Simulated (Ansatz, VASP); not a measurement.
# Pt: VASP beside Ansatz

```
CELL_PARAMETERS angstrom
15.00000 0.00000 0.00000
0.00000 15.50000 0.00000
0.00000 0.00000 16.00000
ATOMIC_POSITIONS crystal
Pt 0.50000 0.50000 0.50000
```

Alike in both runs: task single point; functional PBE; k mesh 1 × 1 × 1; occupations gaussian, width 0.005 eV; collinear spin.

```csv
,VASP,Ansatz
version,VASP 6.6.1,Ansatz 0.2.0
potentials or method,"VASP PAW PBE potentials, release 64 (Pt), cutoff 520 eV","scalar-relativistic, plane waves, PAW"
valence electrons in the cell,10,18
```

|  | VASP | Ansatz | Ansatz less VASP |
| --- | --- | --- | --- |
| net moment per atom (μB) | 2.00 | 2.00 | 0.000 |
| size of the moment on the site where the two differ most (μB) | 1.43 | 2.00 | +0.572 |

Site moments also hang on the region over which each program counts them. VASP's potentials hold 10 valence electrons a cell and Ansatz's 18, so a difference there can come from the potentials and not from the codes. Ansatz's warnings: open shared shell at semilocal close, stability check not made.

Neither program's run includes spin-orbit coupling.
